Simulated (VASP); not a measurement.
A run of VASP 6.6.1:

The input INCAR:

```
PREC = Accurate
ENCUT = 500
EDIFF = 1E-6
ISMEAR = -1
SIGMA = 0.1
LREAL = F
LASPH = T
NELM = 120
ALGO = Normal
ISIF = 2
LWAVE = F
LCHARG = F
GGA = PS
NBANDS = 8
GGA_COMPAT = F
```

The input KPOINTS:

```
regular mesh
0
Gamma
  3 3 3
```

The input POSCAR:

```
P
1.0
    5.3824440000      0.0000000000      0.0000000000
    0.0000000000      5.3824440000      0.0000000000
    0.0000000000      0.0000000000      5.3824440000
P
1
Direct
    0.5000000000      0.5000000000      0.5000000000
```

Potentials or basis: VASP PAW PBE potentials, release 64 (P).

Launch:

```bash
$ cat potpaw_PBE.64/P/POTCAR > POTCAR
$ mpirun -np 1 vasp_std > vasp.out
```

Hardware: 1 thread of Intel Xeon 8259CL, on a shared host.

Question: How long does it take, and how much memory?

Answer: Run time: 11 s on 1 thread of Intel Xeon 8259CL, with other jobs on the host, peak memory 0.21 GiB. Counts: scf iterations 11, k points 4.
